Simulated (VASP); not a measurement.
# Ta3B2N (R-3m) in VASP: a series of runs

Runs on Ta3B2N. Level: PBE. Tasks: single point, relaxation of cell and atoms.

Program: VASP 6.6.1. These are calculated values, not measurements. Logs are shortened: lines on timing, memory, paths and dates and some standing lists are left out, and cuts for length are marked.

## 1. The cell of the first run

Symmetry: R-3m, No. 166, trigonal system. The conventional cell has a = 5.603 Å, b = 5.603 Å, c = 8.153 Å, α = 90.00°, β = 90.00°, γ = 120.00°. Within 2.8 Å of Ta (site symmetry 2/m) lie 2 N at 2.11 Å and 2 B at 2.47 Å. Within 2.2 Å of B (site symmetry 3m) lie 1 B at 1.69 Å. Within 2.8 Å of N (site symmetry -3m) lie 6 Ta at 2.11 Å.

## 2. Single point, PBE

The input, INCAR:

```
SYSTEM = Ta3B2N
ALGO     = Normal         ! electronic algorithm
EDIFF    = 1E-7           ! SCF threshold, eV
ENCUT    = 520            ! plane-wave cutoff, eV
GGA      = PE             ! functional
ISIF     = 2              ! what is computed and relaxed
ISMEAR   = 0              ! smearing method
LASPH    = .TRUE.         ! aspherical terms in the spheres
LCHARG   = .TRUE.         ! write CHGCAR
LELF     = .TRUE.         ! ELF
LREAL    = .FALSE.        ! projectors in reciprocal space
LVHAR    = .TRUE.       
LWAVE    = .FALSE.        ! write WAVECAR
NBANDS   = 31             ! bands
NELM     = 80             ! most SCF steps
PREC     = Accurate       ! precision mode
SIGMA    = 0.1            ! smearing width, eV
```

The input, KPOINTS:

```
k-points
0
G
  6 6 6
  0 0 0
```

The input, POSCAR:

```
Ta3B2N
1.0
    2.8017363871      1.6175832573      2.7175612774
   -2.8017363871      1.6175832573      2.7175612774
    0.0000000000     -3.2351665146      2.7175612774
Ta B N
3 2 1
Direct
    0.0000000000      0.5000000000      0.0000000000
    0.5000000000      0.0000000000      0.0000000000
    0.0000000000      0.0000000000      0.5000000000
    0.6036394602      0.6036394602      0.6036394602
    0.3963605398      0.3963605398      0.3963605398
    0.0000000000      0.0000000000      0.0000000000
```

Potentials or basis: VASP PAW PBE potentials, release 64 (Ta_pv, B, N).

Command:

```bash
$ cat potpaw_PBE.64/Ta_pv/POTCAR potpaw_PBE.64/B/POTCAR potpaw_PBE.64/N/POTCAR > POTCAR
$ mpirun -np 1 vasp_std > vasp.out
```

OUTCAR:

```text
SYSTEM = Ta3B2N
   EDIFF = 1E-7
   ENCUT = 520
   GGA = PE
   ISIF = 2
   ISMEAR = 0
   LASPH = .TRUE.
   LREAL = .FALSE.
   NELM = 80
   PREC = Accurate

 ion  position               nearest neighbor table
   1  0.000  0.500  0.000-   6 2.11   6 2.11   4 2.47   5 2.47   2 2.80   2 2.80   3 2.80   3 2.80
                             3 3.16   3 3.16   2 3.16   2 3.16
   2  0.500  0.000  0.000-   6 2.11   6 2.11   4 2.47   5 2.47   1 2.80   1 2.80   3 2.80   3 2.80
                             3 3.16   3 3.16   1 3.16   1 3.16
   3  0.000  0.000  0.500-   6 2.11   6 2.11   4 2.47   5 2.47   2 2.80   1 2.80   1 2.80   2 2.80
                             1 3.16   1 3.16   2 3.16   2 3.16
   4  0.604  0.604  0.604-   5 1.69   2 2.47   1 2.47   3 2.47
   5  0.396  0.396  0.396-   4 1.69   2 2.47   1 2.47   3 2.47
   6  0.000  0.000  0.000-   1 2.11   2 2.11   1 2.11   2 2.11   3 2.11   3 2.11

  LATTYP: Found a trigonal (rhomboedric) cell.
 ALAT       =     4.2250966466
 COS(alpha) =     0.1205498215

  Lattice vectors:

 A1 = (   2.8017363871,   1.6175832573,   2.7175612774)
 A2 = (  -2.8017363871,   1.6175832573,   2.7175612774)
 A3 = (   0.0000000000,  -3.2351665146,   2.7175612774)

Analysis of symmetry for initial positions (statically):
=====================================================================
 Subroutine PRICEL returns:
 Original cell was already a primitive cell.

 Routine SETGRP: Setting up the symmetry group for a
 trigonal (rhombohedral) supercell.

 Subroutine GETGRP returns: Found 12 space group operations
 (whereof 12 operations were pure point group operations)
 out of a pool of 12 trial point group operations.

The static configuration has the point symmetry D_3d.

Analysis of symmetry for dynamics (positions and initial velocities):
=====================================================================
 Subroutine PRICEL returns:
 Original cell was already a primitive cell.

 Routine SETGRP: Setting up the symmetry group for a
 trigonal (rhombohedral) supercell.

 Subroutine GETGRP returns: Found 12 space group operations
 (whereof 12 operations were pure point group operations)
 out of a pool of 12 trial point group operations.

The dynamic configuration has the point symmetry D_3d.

 Subroutine INISYM returns: Found 12 space group operations
 (whereof 12 operations are pure point group operations),
 and found     1 'primitive' translations

----------------------------------------------------------------------------------------

                                     Primitive cell

  volume of cell :      73.8966

  direct lattice vectors                    reciprocal lattice vectors
     2.801736387  1.617583257  2.717561277     0.178460758  0.103034367  0.122658994
    -2.801736387  1.617583257  2.717561277    -0.178460758  0.103034367  0.122658994
     0.000000000 -3.235166515  2.717561277     0.000000000 -0.206068734  0.122658994

  length of vectors
     4.225096647  4.225096647  4.225096647     0.239811492  0.239811492  0.239811492

  position of ions in fractional coordinates (direct lattice)
     0.000000000  0.500000000  1.000000000
     0.500000000  0.000000000  1.000000000
     1.000000000  1.000000000  0.500000000
     0.603639460  0.603639460  0.603639460
     0.396360540  0.396360540  0.396360540
     0.000000000  0.000000000  0.000000000

  ion indices of the primitive-cell ions
   primitive index   ion index
                 1           1
                 2           2
                 3           3
                 4           4
                 5           5
                 6           6

----------------------------------------------------------------------------------------

 KPOINTS: k-points

Automatic generation of k-mesh.
 Grid dimensions read from file:
 generate k-points for:    6    6    6

 Generating k-lattice:

  Cartesian coordinates                     Fractional coordinates (reciprocal lattice)
     0.029743460  0.017172394  0.020443166     0.166666667  0.000000000  0.000000000
    -0.029743460  0.017172394  0.020443166     0.000000000  0.166666667  0.000000000
     0.000000000 -0.034344789  0.020443166     0.000000000  0.000000000  0.166666667

  Length of vectors
     0.039968582  0.039968582  0.039968582

  Shift w.r.t. Gamma in fractional coordinates (k-lattice)
     0.000000000  0.000000000  0.000000000

 Subroutine IBZKPT returns following result:
 ===========================================

 Found     32 irreducible k-points:

 Following reciprocal coordinates:
            Coordinates               Weight
  0.000000  0.000000  0.000000      1.000000
  0.166667  0.000000  0.000000      6.000000
  0.333333  0.000000  0.000000      6.000000
  0.500000  0.000000  0.000000      3.000000
  0.166667  0.166667  0.000000      6.000000
  0.333333  0.166667  0.000000     12.000000
[... 16 lines left out ...]
  0.500000  0.500000  0.166667      6.000000
 -0.333333  0.500000  0.166667     12.000000
 [... further k-points ...]
   k-points           NKPTS =     32   k-points in BZ     NKDIM =     32   number of bands    NBANDS=     31
   number of dos      NEDOS =    301   number of ions     NIONS =      6
   total plane-waves  NPLWV =  32768
   dimension x,y,z NGX =    32 NGY =   32 NGZ =   32
   dimension x,y,z NGXF=    64 NGYF=   64 NGZF=   64
   ions per type =               3   2   1
   NGX,Y,Z   is equivalent  to a cutoff of  12.59, 12.59, 12.59 a.u.
   NGXF,Y,Z  is equivalent  to a cutoff of  25.18, 25.18, 25.18 a.u.
 SYSTEM =  Ta3B2N
   PREC   = accura    normal or accurate (medium, high low for compatibility)
   ISTART =      0    job   : 0-new  1-cont  2-samecut
   ICHARG =      2    charge: 1-file 2-atom 10-const
   ISPIN  =      1    spin polarized calculation?
   LNONCOLLINEAR =      F non collinear calculations
   LSORBIT =      F    spin-orbit coupling
   LASPH  =      T    aspherical Exc in radial PAW
   ENCUT  =  520.0 eV  38.22 Ry    6.18 a.u.   7.86  7.86  7.86*2*pi/ulx,y,z
   NELM   =     80;   NELMIN=  2; NELMDL= -5     # of ELM steps
   EDIFF  = 0.1E-06   stopping-criterion for ELM
   LREAL  =      F    real-space projection
   EDIFFG = 0.1E-05   stopping-criterion for IOM
   NSW    =      0    number of steps for IOM
   IBRION =     -1    ionic relax: 0-MD 1-quasi-New 2-CG
   NFREE  =      0    steps in history (QN), initial steepest desc. (CG)
   ISIF   =      2    stress and relaxation
   ISYM   =      2    0-nonsym 1-usesym 2-fastsym
   POTIM  = 0.5000    time-step for ionic-motion
   TEBEG  =    0.0;   TEEND  =   0.0 temperature during run
   PSTRESS=    0.0 pullay stress
   NELECT =      44.0000    total number of electrons
   NUPDOWN=      -1.0000    fix difference up-down
   EMIN   =  10.00;   EMAX   =-10.00  energy-range for DOS
   EFERMI =   0.00;   METHOD = LEGACY
   ISMEAR =     0;   SIGMA  =   0.10  broadening in eV -4-tet -1-fermi 0-gaus
   EFERMI_NEDOS =   21; number of points for ismear=-14 and -15
   IALGO  =     38    algorithm
   IMIX   =      4    mixing-type and parameters
     AMIX     =   0.40;   BMIX     =  1.00
     AMIX_MAG =   1.60;   BMIX_MAG =  1.00
  volume/ion in A,a.u.               =      12.32        83.11
  Fermi-wavevector in a.u.,A,eV,Ry     =   1.377265  2.602654 25.808337  1.896859
  Thomas-Fermi vector in A             =   2.502434
   LORBIT       =      0    0 simple, 1 ext, 2 COOP (PROOUT), +10 PAW based schemes
   GGA     = PE    functional components
   LHFCALC =     F    Hartree Fock is set to
   AEXX    =    0.0000 exact exchange contribution
   IVDW    =     0    specifies the selected vdW correction
   LEPSILON=     F    determine dielectric tensor
   LRPA    =     F    only Hartree local field effects (RPA)
 non-spin polarized calculation
 Gauss-broadening in eV      SIGMA  =   0.10
  energy-cutoff  :      520.00
  volume of cell :       73.90
 maximum number of plane-waves:      2008
   NGX = 15   NGY = 15   NGZ = 15

 number of electron      44.0000003 magnetization

 Free energy of the ion-electron system (eV)
  ---------------------------------------------------
  ext. energy  EPLUGINS =         0.00000000
  ---------------------------------------------------
  free energy    TOTEN  =       -57.89136550 eV

  energy without entropy =      -57.87370330  energy(sigma->0) =      -57.88253440

 E-fermi :   6.6879     XC(G=0): -12.5402

 val. band max:        6.6584586063   @ k =  -0.3333   0.1667   0.1667
 cond. band min:       6.7031374729   @ k =   0.5000   0.1667   0.1667
 fundamental gap:      0.0446788666
 Fermi energy:         6.6879457481

 k-point     1 :       0.0000    0.0000    0.0000
  band No.  band energies     occupation
      1     -28.7756      2.00000
      2     -28.4257      2.00000
      3     -28.4257      2.00000
      4     -27.9657      2.00000
      5     -27.9657      2.00000
      6     -27.8610      2.00000
[... 23 lines left out ...]
     30      11.8842      0.00000
     31      11.8842      0.00000

 k-point     2 :       0.1667    0.0000    0.0000
  band No.  band energies     occupation
      1     -28.7193      2.00000
      2     -28.4096      2.00000
      3     -28.3850      2.00000
      4     -27.9711      2.00000
      5     -27.9697      2.00000
      6     -27.8726      2.00000
[... 23 lines left out ...]
     30      11.4066      0.00000
     31      11.7723      0.00000

 k-point     3 :       0.3333    0.0000    0.0000
  band No.  band energies     occupation
      1     -28.5962      2.00000
      2     -28.3386      2.00000
      3     -28.2786      2.00000
      4     -27.9931      2.00000
      5     -27.9923      2.00000
      6     -27.8948      2.00000
[... 703 lines left out ...]
     30      11.6468      0.00000
     31      11.7386      0.00000

 k-point    24 :      -0.3333    0.5000    0.1667
  band No.  band energies     occupation
      1     -28.7067      2.00000
      2     -28.2942      2.00000
      3     -28.1408      2.00000
      4     -28.0963      2.00000
      5     -28.0449      2.00000
      6     -27.8843      2.00000
[... 23 lines left out ...]
     30      11.2099      0.00000
     31      11.5427      0.00000

 [... further k-points ...]

------------------------ aborting loop because EDIFF is reached ----------------------------------------

  FORCE on cell =-STRESS in cart. coord.  units (eV):
  Direction    XX          YY          ZZ          XY          YZ          ZX
  --------------------------------------------------------------------------------------
  -------------------------------------------------------------------------------------
  Total        0.2562773      0.2562773      0.2251126      0.0000000      0.0000000     -0.0000000
  in kB        5.5564348      5.5564348      4.8807414      0.0000000      0.0000000     -0.0000000
  external PRESSURE =       5.3312037 kB  Pullay stress =       0.0000000 kB

 VOLUME and BASIS-vectors are now :
 -----------------------------------------------------------------------------
  energy-cutoff  :      520.00
  volume of cell :       73.90
      direct lattice vectors                 reciprocal lattice vectors
     2.801736387  1.617583257  2.717561277     0.178460758  0.103034367  0.122658994
    -2.801736387  1.617583257  2.717561277    -0.178460758  0.103034367  0.122658994
     0.000000000 -3.235166515  2.717561277     0.000000000 -0.206068734  0.122658994

 POSITION                                       TOTAL-FORCE (eV/Angst)
 -----------------------------------------------------------------------------------
     -1.40087      0.80879      1.35878        -0.000000      0.000000      0.000000
      1.40087      0.80879      1.35878        -0.000000     -0.000000      0.000000
      0.00000     -1.61758      1.35878         0.000000     -0.000000      0.000000
      0.00000      0.00000      4.92128        -0.000000      0.000000     -0.007584
      0.00000      0.00000      3.23140        -0.000000      0.000000      0.007584
      0.00000      0.00000      0.00000        -0.000000      0.000000      0.000000
 -----------------------------------------------------------------------------------
    total drift:                               -0.000000      0.000000     -0.000000

  FREE ENERGIE OF THE ION-ELECTRON SYSTEM (eV)
  ---------------------------------------------------
  free  energy   TOTEN  =       -57.8913655004 eV

  energy  without entropy=      -57.8737032973  energy(sigma->0) =      -57.88253440
```

It took 27 s on 1 thread of Intel Xeon 6975P-C (Granite Rapids), shared host; peak memory 0.21 GiB.

What came out:

| Property | Result |
| --- | --- |
| Free energy | -57.8914 eV |
| Pressure | 0.5 GPa |
| Largest force | 0.008 eV/Å |
| Band gap on the k mesh | zero (band 22 reaches 7.16 eV, above the bottom of band 23 at 5.76 eV) |

Forces in eV/Å, atoms in the order of the input:
```
Ta   0.000  0.000  0.000
Ta   0.000  0.000  0.000
Ta   0.000  0.000  0.000
B    0.000  0.000 -0.008
B    0.000  0.000  0.008
N    0.000  0.000  0.000
```

Levels at points of the mesh, in eV from the Fermi level:
```csv
k point,band 18,band 19,band 20,band 21,band 22,band 23,band 24,band 25,band 26,band 27
"(0.00, 0.00, 0.00)",-3.21,-3.21,-2.74,-2.49,-0.93,-0.93,1.02,2.10,2.10,3.00
"(0.50, 0.00, 0.00)",-3.33,-3.07,-2.21,-0.31,0.47,1.05,1.25,1.59,1.60,2.10
"(0.50, 0.50, 0.00)",-3.14,-1.61,-1.20,-0.83,0.44,0.91,1.14,1.51,1.94,2.19
"(0.50, 0.50, 0.50)",-3.19,-1.71,-1.71,-0.65,-0.65,0.56,0.97,2.05,2.05,3.39
```

Caveat: spin-orbit coupling is left out, which moves the levels of the heavy elements.

[end of part 1 of 2]
